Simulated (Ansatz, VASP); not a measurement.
# AlCu3 in VASP and in Ansatz

```
Al Cu
1.0
     3.66147    0.00000    0.00000
     0.00000    3.66147    0.00000
     0.00000    0.00000    3.66147
Al Cu
1 3
Direct
  0.00000 0.00000 0.00000
  0.50000 0.50000 0.00000
  0.50000 0.00000 0.50000
  0.00000 0.50000 0.50000
```

Alike in both runs: task single point; functional PBEsol; k mesh 6 × 6 × 6; occupations fermi-dirac, width 0.05 eV; no spin polarisation.

```csv
,VASP,Ansatz
version,VASP 6.6.1,Ansatz 0.2.0
potentials or method,"VASP PAW PBE potentials, release 64 (Al, Cu), cutoff 520 eV","plane waves, PAW"
valence electrons in the cell,36,60
```

Ansatz gave:

```
pressure (GPa) : -3.6
```

Q: Estimate VASP's values.

A: Pressure (GPa): -2.9.

VASP's potentials were made for PBE, not for PBEsol. VASP's potentials hold 36 valence electrons a cell and Ansatz's 60, so a difference there can come from the potentials and not from the codes.
